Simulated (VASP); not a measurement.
# YN (Fm-3m) in VASP: further runs, part 2 of 2

VASP 6.6.1.

### 4 Single point, PBE

INCAR

```
SYSTEM = YN
  PREC = Accurate
  ENCUT = 600
  EDIFF = 1E-6
  ISMEAR = 0
  SIGMA = 0.01
  LREAL = .False.
  LASPH = .True.
  NELM = 120
  ALGO = Normal
  ISIF = 2
  LWAVE = .False.
  LCHARG = .False.
  GGA = PE
  NBANDS = 15
  GGA_COMPAT = .False.
```

KPOINTS

```
regular mesh
0
Gamma
  10 10 10
  0 0 0
```

POSCAR

```
YN
1.0
    0.0000000000      2.4480469255      2.4480469255
    2.4480469255      0.0000000000      2.4480469255
    2.4480469255      2.4480469255      0.0000000000
Y N
1 1
Direct
    0.0000000000      0.0000000000      0.0000000000
    0.5000000000      0.5000000000      0.5000000000
```

Potentials or basis: VASP PAW PBE potentials, release 64 (Y_sv, N).

The run is started by

```sh
$ cat potpaw_PBE.64/Y_sv/POTCAR potpaw_PBE.64/N/POTCAR > POTCAR
$ mpirun -np 1 vasp_std > vasp.out
```

OUTCAR:

```text
SYSTEM = YN
   PREC = Accurate
   ENCUT = 600
   EDIFF = 1E-6
   ISMEAR = 0
   LREAL = .False.
   LASPH = .True.
   NELM = 120
   ISIF = 2
   GGA = PE

 ion  position               nearest neighbor table
   1  0.000  0.000  0.000-   2 2.45   2 2.45   2 2.45   2 2.45   2 2.45   2 2.45
   2  0.500  0.500  0.500-   1 2.45   1 2.45   1 2.45   1 2.45   1 2.45   1 2.45

  LATTYP: Found a face centered cubic cell.
 ALAT       =     4.8960938510

  Lattice vectors:

 A1 = (   0.0000000000,   2.4480469255,   2.4480469255)
 A2 = (   2.4480469255,   0.0000000000,   2.4480469255)
 A3 = (   2.4480469255,   2.4480469255,   0.0000000000)

Analysis of symmetry for initial positions (statically):
=====================================================================
 Subroutine PRICEL returns:
 Original cell was already a primitive cell.

 Routine SETGRP: Setting up the symmetry group for a
 face centered cubic supercell.

 Subroutine GETGRP returns: Found 48 space group operations
 (whereof 48 operations were pure point group operations)
 out of a pool of 48 trial point group operations.

The static configuration has the point symmetry O_h .

Analysis of symmetry for dynamics (positions and initial velocities):
=====================================================================
 Subroutine PRICEL returns:
 Original cell was already a primitive cell.

 Routine SETGRP: Setting up the symmetry group for a
 face centered cubic supercell.

 Subroutine GETGRP returns: Found 48 space group operations
 (whereof 48 operations were pure point group operations)
 out of a pool of 48 trial point group operations.

The dynamic configuration has the point symmetry O_h .

 Subroutine INISYM returns: Found 48 space group operations
 (whereof 48 operations are pure point group operations),
 and found     1 'primitive' translations

----------------------------------------------------------------------------------------

                                     Primitive cell

  volume of cell :      29.3420

  direct lattice vectors                    reciprocal lattice vectors
     0.000000000  2.448046925  2.448046925    -0.204244451  0.204244451  0.204244451
     2.448046925  0.000000000  2.448046925     0.204244451 -0.204244451  0.204244451
     2.448046925  2.448046925  0.000000000     0.204244451  0.204244451 -0.204244451

  length of vectors
     3.462061163  3.462061163  3.462061163     0.353761766  0.353761766  0.353761766

  position of ions in fractional coordinates (direct lattice)
     0.000000000  0.000000000  0.000000000
     0.500000000  0.500000000  0.500000000

  ion indices of the primitive-cell ions
   primitive index   ion index
                 1           1
                 2           2

----------------------------------------------------------------------------------------

 KPOINTS: regular mesh

Automatic generation of k-mesh.
 Grid dimensions read from file:
 generate k-points for:   10   10   10

 Generating k-lattice:

  Cartesian coordinates                     Fractional coordinates (reciprocal lattice)
    -0.020424445  0.020424445  0.020424445     0.100000000  0.000000000  0.000000000
     0.020424445 -0.020424445  0.020424445     0.000000000  0.100000000  0.000000000
     0.020424445  0.020424445 -0.020424445     0.000000000  0.000000000  0.100000000

  Length of vectors
     0.035376177  0.035376177  0.035376177

  Shift w.r.t. Gamma in fractional coordinates (k-lattice)
     0.000000000  0.000000000  0.000000000

 Subroutine IBZKPT returns following result:
 ===========================================

 Found     47 irreducible k-points:

 Following reciprocal coordinates:
            Coordinates               Weight
  0.000000  0.000000  0.000000      1.000000
  0.100000  0.000000  0.000000      8.000000
  0.200000  0.000000  0.000000      8.000000
  0.300000  0.000000  0.000000      8.000000
  0.400000  0.000000  0.000000      8.000000
  0.500000  0.000000  0.000000      4.000000
[... 16 lines left out ...]
  0.300000  0.300000  0.000000      6.000000
  0.400000  0.300000  0.000000     24.000000
 [... further k-points ...]
   k-points           NKPTS =     47   k-points in BZ     NKDIM =     47   number of bands    NBANDS=     15
   number of dos      NEDOS =    301   number of ions     NIONS =      2
   total plane-waves  NPLWV =  21952
   dimension x,y,z NGX =    28 NGY =   28 NGZ =   28
   dimension x,y,z NGXF=    56 NGYF=   56 NGZF=   56
   ions per type =               1   1
   NGX,Y,Z   is equivalent  to a cutoff of  13.45, 13.45, 13.45 a.u.
   NGXF,Y,Z  is equivalent  to a cutoff of  26.89, 26.89, 26.89 a.u.
 SYSTEM =  YN
   PREC   = accura    normal or accurate (medium, high low for compatibility)
   ISTART =      0    job   : 0-new  1-cont  2-samecut
   ICHARG =      2    charge: 1-file 2-atom 10-const
   ISPIN  =      1    spin polarized calculation?
   LNONCOLLINEAR =      F non collinear calculations
   LSORBIT =      F    spin-orbit coupling
   LASPH  =      T    aspherical Exc in radial PAW
   ENCUT  =  600.0 eV  44.10 Ry    6.64 a.u.   6.91  6.91  6.91*2*pi/ulx,y,z
   NELM   =    120;   NELMIN=  2; NELMDL= -5     # of ELM steps
   EDIFF  = 0.1E-05   stopping-criterion for ELM
   LREAL  =      F    real-space projection
[... 7 lines left out ...]
   TEBEG  =    0.0;   TEEND  =   0.0 temperature during run
   PSTRESS=    0.0 pullay stress
   NELECT =      16.0000    total number of electrons
   NUPDOWN=      -1.0000    fix difference up-down
   EMIN   =  10.00;   EMAX   =-10.00  energy-range for DOS
   EFERMI =   0.00;   METHOD = LEGACY
   ISMEAR =     0;   SIGMA  =   0.01  broadening in eV -4-tet -1-fermi 0-gaus
   EFERMI_NEDOS =   21; number of points for ismear=-14 and -15
   IALGO  =     38    algorithm
   IMIX   =      4    mixing-type and parameters
     AMIX     =   0.40;   BMIX     =  1.00
     AMIX_MAG =   1.60;   BMIX_MAG =  1.00
  volume/ion in A,a.u.               =      14.67        99.00
  Fermi-wavevector in a.u.,A,eV,Ry     =   1.337473  2.527458 24.338572  1.788835
  Thomas-Fermi vector in A             =   2.466019
   LORBIT       =      0    0 simple, 1 ext, 2 COOP (PROOUT), +10 PAW based schemes
   GGA     = PE    functional components
   LHFCALC =     F    Hartree Fock is set to
   AEXX    =    0.0000 exact exchange contribution
   IVDW    =     0    specifies the selected vdW correction
   LEPSILON=     F    determine dielectric tensor
   LRPA    =     F    only Hartree local field effects (RPA)
 non-spin polarized calculation
 Gauss-broadening in eV      SIGMA  =   0.01
  energy-cutoff  :      600.00
  volume of cell :       29.34
 maximum number of plane-waves:       991
   NGX = 13   NGY = 13   NGZ = 13

 number of electron      16.0000002 magnetization

 Free energy of the ion-electron system (eV)
  ---------------------------------------------------
  ext. energy  EPLUGINS =         0.00000000
  ---------------------------------------------------
  free energy    TOTEN  =       -18.22989606 eV

  energy without entropy =      -18.22989606  energy(sigma->0) =      -18.22989606

 E-fermi :   4.2148     XC(G=0): -11.2253

 val. band max:        4.1269432164   @ k =   0.0000   0.0000   0.0000
 cond. band min:       4.3231596627   @ k =   0.5000   0.5000   0.0000
 fundamental gap:      0.1962164463
 Fermi energy:         4.2148093437

 k-point     1 :       0.0000    0.0000    0.0000
  band No.  band energies     occupation
      1     -36.7235      2.00000
      2     -16.3702      2.00000
      3     -16.3702      2.00000
      4     -16.3702      2.00000
      5      -8.7764      2.00000
      6       4.1269      2.00000
      7       4.1269      2.00000
      8       4.1269      2.00000
      9       7.2611      0.00000
     10       7.2611      0.00000
     11       7.2611      0.00000
     12       8.2399      0.00000
     13       9.2291      0.00000
     14       9.2291      0.00000
     15      14.9471      0.00000
[... 397 lines left out ...]
 k-point    24 :       0.4000    0.3000    0.0000
  band No.  band energies     occupation
      1     -36.5997      2.00000
      2     -17.1094      2.00000
      3     -16.6463      2.00000
      4     -16.6135      2.00000
      5      -8.0173      2.00000
      6       1.7367      2.00000
      7       3.1698      2.00000
      8       3.4339      2.00000
      9       5.2755      0.00000
     10      10.7312      0.00000
     11      10.8961      0.00000
     12      11.2613      0.00000
     13      11.2717      0.00000
     14      14.4833      0.00000
     15      17.6594      0.00000

 [... further k-points ...]
[... 5 lines left out ...]
  --------------------------------------------------------------------------------------
  -------------------------------------------------------------------------------------
  Total        0.1347284      0.1347284      0.1347284     -0.0000000     -0.0000000      0.0000000
  in kB        7.3566599      7.3566599      7.3566599     -0.0000000     -0.0000000      0.0000000
  external PRESSURE =       7.3566599 kB  Pullay stress =       0.0000000 kB

 VOLUME and BASIS-vectors are now :
 -----------------------------------------------------------------------------
  energy-cutoff  :      600.00
  volume of cell :       29.34
      direct lattice vectors                 reciprocal lattice vectors
     0.000000000  2.448046925  2.448046925    -0.204244451  0.204244451  0.204244451
     2.448046925  0.000000000  2.448046925     0.204244451 -0.204244451  0.204244451
     2.448046925  2.448046925  0.000000000     0.204244451  0.204244451 -0.204244451

 POSITION                                       TOTAL-FORCE (eV/Angst)
 -----------------------------------------------------------------------------------
      0.00000      0.00000      0.00000         0.000000      0.000000      0.000000
      2.44805      2.44805      2.44805        -0.000000     -0.000000     -0.000000
 -----------------------------------------------------------------------------------
    total drift:                                0.000000      0.000000      0.000000

  FREE ENERGIE OF THE ION-ELECTRON SYSTEM (eV)
  ---------------------------------------------------
  free  energy   TOTEN  =       -18.2298960594 eV

  energy  without entropy=      -18.2298960594  energy(sigma->0) =      -18.22989606
```

Wall time 56 s (1 thread of Intel Xeon 8259CL, shared host); peak memory 0.19 GiB.

What came out:

* Free energy: -18.2299 eV
* Pressure: 0.7 GPa
* Band gap on the k mesh: 0.20 eV (least direct gap 0.59 eV)

Levels at points of the mesh, in eV from the valence-band top:
| k point | band 5 | band 6 | band 7 | band 8 | band 9 | band 10 | band 11 | band 12 |
| --- | --- | --- | --- | --- | --- | --- | --- | --- |
| (0.00, 0.00, 0.00) | -12.90 | 0.00 | 0.00 | 0.00 | 3.13 | 3.13 | 3.13 | 4.11 |
| (0.50, 0.00, 0.00) | -11.16 | -4.07 | -2.23 | -2.23 | 5.68 | 6.35 | 6.35 | 6.71 |
| (0.50, 0.50, 0.00) | -12.46 | -1.51 | -0.39 | -0.39 | 0.20 | 6.82 | 7.18 | 7.87 |

### 5 Single point, PBE0

POSCAR is that of step 4.

INCAR.step1

```
SYSTEM = YN
PREC = Accurate
ENCUT = 520
EDIFF = 1E-5
ISMEAR = 0
SIGMA = 0.01
LREAL = .FALSE.
LASPH = .TRUE.
NELM = 120
ALGO = Normal
ISIF = 2
LWAVE = .TRUE.
LCHARG = .FALSE.
GGA = PE
NBANDS = 15
GGA_COMPAT = .FALSE.
```

INCAR.step2

```
SYSTEM = YN
PREC = Accurate
ENCUT = 520
EDIFF = 1E-6
ISMEAR = 0
SIGMA = 0.01
LREAL = .FALSE.
LASPH = .TRUE.
NELM = 120
ALGO = Normal
ISIF = 2
LWAVE = .FALSE.
LCHARG = .FALSE.
GGA = PE
LHFCALC = .TRUE.
AEXX = 0.25
PRECFOCK = Normal
ISTART = 1
NBANDS = 15
GGA_COMPAT = .FALSE.
```

KPOINTS

```
Automatic mesh
0
G
  6 6 6
  0 0 0
```

The run is started by

```sh
$ cat potpaw_PBE.64/Y_sv/POTCAR potpaw_PBE.64/N/POTCAR > POTCAR
$ cp INCAR.step1 INCAR
$ mpirun -np 1 vasp_std > vasp.out
$ cp INCAR.step2 INCAR
$ mpirun -np 1 vasp_std > vasp.out
```

It took 54 min on 1 thread of Intel Xeon 8259CL, shared host; peak memory 0.19 GiB.

The run converged. Its results:

| Item | Value |
| --- | --- |
| Free energy | -22.7215 eV |
| Pressure | -1.8 GPa |
| Band gap on the k mesh | 1.78 eV (least direct gap 2.26 eV) |

Levels at points of the mesh, in eV from the valence-band top:
| k point | band 6 | band 7 | band 8 | band 9 | band 10 | band 11 |
| --- | --- | --- | --- | --- | --- | --- |
| (0.00, 0.00, 0.00) | 0.00 | 0.00 | 0.00 | 5.04 | 5.04 | 5.04 |
| (0.50, 0.00, 0.00) | -4.56 | -2.49 | -2.49 | 7.89 | 8.47 | 8.58 |
| (0.50, 0.50, 0.00) | -1.83 | -0.47 | -0.47 | 1.78 | 8.90 | 9.35 |

Caveat: the PAW data sets were made with another functional, which shifts forces and pressure a little.

### 6 Summary

```csv
level,k mesh,cutoff (eV),grid for exact exchange (PRECFOCK),share of exact exchange,gap on the mesh (eV),pressure (GPa)
PBE,6 × 6 × 6,600,-,-,0.18,0.9
r2SCAN,6 × 6 × 6,660,-,-,0.59,0.3
PBE,10 × 10 × 10,600,-,-,0.20,0.7
PBE0,6 × 6 × 6,520,Normal,0.25,1.78,-1.8
```

Alike in all rows: task single point; potentials or basis VASP PAW PBE potentials, release 64 (Y_sv, N); no spin polarisation; cell as given; smearing gaussian 0.01 eV.

On the cell as given the gap runs from 0.18 eV (PBE) to 1.78 eV (PBE0); the meshes differ, which moves gaps too. The pressure there spans -1.8 GPa (PBE0) to 0.9 GPa (PBE); a positive pressure means that this level wants a larger cell, a negative one a smaller.

Caveats: the PAW data sets were made with another functional, which shifts forces and pressure a little (at least some runs).

Total energies depend on the potentials used, so only differences within one code and one set of settings carry meaning.
